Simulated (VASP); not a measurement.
A run of VASP 6.6.1:

POSCAR

```
GaSb
1.0
    0.0000000000      3.0505494054      3.0505494054
    3.0505494054      0.0000000000      3.0505494054
    3.0505494054      3.0505494054      0.0000000000
Ga Sb
1 1
Direct
    0.0000000000      0.0000000000      0.0000000000
    0.2500000000      0.2500000000      0.2500000000
```

The input INCAR.step1:

```
PREC = Accurate
ENCUT = 550
ISMEAR = -1
SIGMA = 0.02
LREAL = F
LASPH = T
NELM = 120
NBANDS = 21
GGA = PE
ALGO = Normal
EDIFF = 1E-5
LWAVE = T
LCHARG = F
GGA_COMPAT = F
```

The input INCAR.step2:

```
PREC = Accurate
ENCUT = 550
EDIFF = 1E-6
ISMEAR = -1
SIGMA = 0.02
LREAL = F
LASPH = T
NELM = 120
ALGO = Normal
ISIF = 2
LWAVE = F
LCHARG = T
METAGGA = R2SCAN
LMIXTAU = T
LELF = T
LVHAR = T
NBANDS = 21
ISTART = 1
GGA_COMPAT = F
```

KPOINTS

```
regular mesh
0
Gamma
  8 8 8
```

Potentials or basis: VASP PAW PBE potentials, release 64 (Ga_d, Sb_d_GW).

Run with:

```console
$ cat potpaw_PBE.64/Ga_d/POTCAR potpaw_PBE.64/Sb_d_GW/POTCAR > POTCAR
$ cp INCAR.step1 INCAR
$ mpirun -np 1 vasp_std > vasp.out
$ cp INCAR.step2 INCAR
$ mpirun -np 1 vasp_std > vasp.out
```

Hardware: 1 thread of AMD EPYC 9R45 96-Core Processor (Zen 5) (shared host).

Task: How long does it take, and how much memory?

Result: Run time: 2.5 min on 1 thread of AMD EPYC 9R45 96-Core Processor (Zen 5) (shared host), peak memory 0.22 GiB. Counts: k points 29.
